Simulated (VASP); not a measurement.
# Sb (P4/mmm) in VASP: further runs, part 2 of 2

VASP 6.6.1. Earlier steps stand in the parts before.

### 3 Single point, PBE

This run uses another cell than the first one, of the same volume but with other edges.

INCAR reads:

```
PREC = Accurate ; ENCUT = 520
EDIFF = 1E-6 ; ISMEAR = 0
SIGMA = 0.15 ; LREAL = False
LASPH = True ; NELM = 60
ALGO = Normal ; ISIF = 2
LWAVE = False ; LCHARG = False
GGA = PE ; NBANDS = 8
```

KPOINTS reads:

```
regular mesh
0
Gamma
  16 16 16
```

POSCAR reads:

```
Sb
1.0
    2.8153816747      0.0000000000      0.0000000000
    0.0000000000      2.8153816747      0.0000000000
    0.0000000000      0.0000000000      3.9809496880
Sb
1
Direct
    0.0000000000      0.0000000000      0.0000000000
```

Potentials or basis: VASP PAW PBE potentials, release 64 (Sb).

Started as:

```bash
$ cat potpaw_PBE.64/Sb/POTCAR > POTCAR
$ mpirun -np 1 vasp_std > vasp.out
```

OUTCAR:

```text
PREC = Accurate
   ENCUT = 520
   EDIFF = 1E-6
   ISMEAR = 0
   LREAL = False
   LASPH = True
   NELM = 60
   ISIF = 2
   GGA = PE

 ion  position               nearest neighbor table
   1  0.000  0.000  0.000-

  LATTYP: Found a simple tetragonal cell.
 ALAT       =     2.8153816747
 C/A-ratio  =     1.4140000000

  Lattice vectors:

 A1 = (   2.8153816747,   0.0000000000,   0.0000000000)
 A2 = (   0.0000000000,   2.8153816747,   0.0000000000)
 A3 = (   0.0000000000,   0.0000000000,   3.9809496880)

Analysis of symmetry for initial positions (statically):
=====================================================================
 Subroutine PRICEL returns:
 Original cell was already a primitive cell.

 Routine SETGRP: Setting up the symmetry group for a
 simple tetragonal supercell.

 Subroutine GETGRP returns: Found 16 space group operations
 (whereof 16 operations were pure point group operations)
 out of a pool of 16 trial point group operations.

The static configuration has the point symmetry D_4h.

Analysis of symmetry for dynamics (positions and initial velocities):
=====================================================================
 Subroutine PRICEL returns:
 Original cell was already a primitive cell.

 Routine SETGRP: Setting up the symmetry group for a
 simple tetragonal supercell.

 Subroutine GETGRP returns: Found 16 space group operations
 (whereof 16 operations were pure point group operations)
 out of a pool of 16 trial point group operations.

The dynamic configuration has the point symmetry D_4h.

 Subroutine INISYM returns: Found 16 space group operations
 (whereof 16 operations are pure point group operations),
 and found     1 'primitive' translations

----------------------------------------------------------------------------------------
[... 105 lines left out ...]
   EFERMI =   0.00;   METHOD = LEGACY
   ISMEAR =     0;   SIGMA  =   0.15  broadening in eV -4-tet -1-fermi 0-gaus
   EFERMI_NEDOS =   21; number of points for ismear=-14 and -15
   IALGO  =     38    algorithm
   IMIX   =      4    mixing-type and parameters
     AMIX     =   0.40;   BMIX     =  1.00
     AMIX_MAG =   1.60;   BMIX_MAG =  1.00
  volume/ion in A,a.u.               =      31.55       212.94
  Fermi-wavevector in a.u.,A,eV,Ry     =   0.885886  1.674081 10.677766  0.784794
  Thomas-Fermi vector in A             =   2.006979
   LORBIT       =      0    0 simple, 1 ext, 2 COOP (PROOUT), +10 PAW based schemes
   GGA     = PE    functional components
   LHFCALC =     F    Hartree Fock is set to
   AEXX    =    0.0000 exact exchange contribution
   IVDW    =     0    specifies the selected vdW correction
   LEPSILON=     F    determine dielectric tensor
   LRPA    =     F    only Hartree local field effects (RPA)
 non-spin polarized calculation
 Gauss-broadening in eV      SIGMA  =   0.15
  energy-cutoff  :      520.00
  volume of cell :       31.55
 maximum number of plane-waves:       888
 NGX is ok and might be reduce to    24

 number of electron       5.0000000 magnetization

 Free energy of the ion-electron system (eV)
  ---------------------------------------------------
  ext. energy  EPLUGINS =         0.00000000
  ---------------------------------------------------
  free energy    TOTEN  =        -3.60373415 eV

  energy without entropy =       -3.59602040  energy(sigma->0) =       -3.59987727

 E-fermi :   6.3390     XC(G=0):  -9.2277

 val. band max:        6.3323260400   @ k =   0.3125   0.2500   0.1875
 cond. band min:       6.3394103881   @ k =   0.2500   0.1250   0.4375
 fundamental gap:      0.0070843480
 Fermi energy:         6.3389631900

 k-point     1 :       0.0000    0.0000    0.0000
  band No.  band energies     occupation
      1      -6.4126      2.00000
      2       4.7392      2.00000
      3       9.4979      0.00000
      4      12.4307      0.00000
      5      12.4307      0.00000
      6      15.3459      0.00000
      7      17.8077      0.00000
      8      22.9326      0.00000
[... 243 lines left out ...]
 k-point    24 :       0.5000    0.1250    0.0000
  band No.  band energies     occupation
      1      -2.2655      2.00000
      2       0.6505      2.00000
      3       8.1236      0.00000
      4      12.7915      0.00000
      5      13.5079      0.00000
      6      14.2434      0.00000
      7      14.2703      0.00000
      8      16.3268      0.00000

 [... further k-points ...]
[... 5 lines left out ...]
  --------------------------------------------------------------------------------------
  -------------------------------------------------------------------------------------
  Total        2.7636274      2.7636274     -0.6988357      0.0000000      0.0000000      0.0000000
  in kB      140.3229870    140.3229870    -35.4833340      0.0000000      0.0000000      0.0000000
  external PRESSURE =      81.7208800 kB  Pullay stress =       0.0000000 kB

 VOLUME and BASIS-vectors are now :
 -----------------------------------------------------------------------------
  energy-cutoff  :      520.00
  volume of cell :       31.55
      direct lattice vectors                 reciprocal lattice vectors
     2.815381675  0.000000000  0.000000000     0.355191628  0.000000000  0.000000000
     0.000000000  2.815381675  0.000000000     0.000000000  0.355191628  0.000000000
     0.000000000  0.000000000  3.980949688     0.000000000  0.000000000  0.251196342

 POSITION                                       TOTAL-FORCE (eV/Angst)
 -----------------------------------------------------------------------------------
      0.00000      0.00000      0.00000         0.000000      0.000000      0.000000
 -----------------------------------------------------------------------------------
    total drift:                                0.000000      0.000000     -0.000000

  FREE ENERGIE OF THE ION-ELECTRON SYSTEM (eV)
  ---------------------------------------------------
  free  energy   TOTEN  =        -3.6037341455 eV

  energy  without entropy=       -3.5960204032  energy(sigma->0) =       -3.59987727
```

It took 22 s on 1 thread of Intel Xeon 6975P-C (Granite Rapids), shared host; peak memory 0.22 GiB.

What came out:

| Item | Value |
| --- | --- |
| Free energy | -3.6037 eV |
| Pressure | 8.2 GPa |

Levels at points of the mesh, in eV from the Fermi level:
```csv
k point,band 1,band 2,band 3,band 4,band 5,band 6
"(0.00, 0.00, 0.00)",-12.75,-1.60,3.16,6.09,6.09,9.01
"(0.50, 0.00, 0.00)",-8.90,-5.98,1.47,6.93,7.28,7.69
"(0.50, 0.50, 0.00)",-4.51,-3.11,-3.11,2.85,4.60,10.10
"(0.00, 0.00, 0.50)",-12.28,-4.81,6.50,6.50,9.45,11.55
"(0.50, 0.00, 0.50)",-8.39,-5.55,-1.51,2.69,9.91,13.43
"(0.50, 0.50, 0.50)",-3.88,-2.75,-2.75,1.74,3.61,6.41
```

Caveat: spin-orbit coupling is left out, which moves the levels of the heavy elements.
